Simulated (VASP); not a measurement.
A run of VASP 6.6.1 is set up as follows.

Contents of INCAR:

```
SYSTEM = TePb
AGGAC = 1.0
AGGAX = 1.0
ALDAC = 0.0
ALDAX = 1.0
ALGO = Normal
EDIFF = 1E-6
ENCUT = 520
GGA = B5
ISIF = 2
ISMEAR = -1
LASPH = .TRUE.
LCHARG = .TRUE.
LELF = .TRUE.
LREAL = .FALSE.
LVHAR = .TRUE.
LWAVE = .FALSE.
NBANDS = 17
NELM = 100
PREC = Accurate
SIGMA = 0.05
```

File KPOINTS:

```
k-points
0
G
  7 7 7
  0 0 0
```

Contents of POSCAR:

```
TePb
1.0
    4.7281561763      0.0000000000      0.0000000000
    2.3559739337      4.0058535310      0.0000000000
    2.3333664522      1.2496796519      3.7753723225
Pb Te
1 1
Direct
    0.0000000000      0.0000000000      0.0000000000
    0.5000000000      0.5000000000      0.5000000000
```

Potentials or basis: VASP PAW PBE potentials, release 64 (Pb_d, Te).

Run with:

```console
$ cat potpaw_PBE.64/Pb_d/POTCAR potpaw_PBE.64/Te/POTCAR > POTCAR
$ mpirun -np 1 vasp_std > vasp.out
```

**Question.** What does it give for the band gap on the k mesh?

**Answer.** 1.03 eV (least direct gap 1.08 eV).

**Question.** Estimate the pressure.

**Answer.** 2.7 GPa.

Stress tensor (GPa, compression positive):
```
 1.54 -0.07  0.23
-0.07  3.58  1.35
 0.23  1.35  2.92
```

Caveat: the PAW data sets were made with another functional, which shifts forces and pressure a little; spin-orbit coupling is left out, which moves the levels of the heavy elements; an odd mesh through Γ misses points on the zone boundary, where band edges can lie.
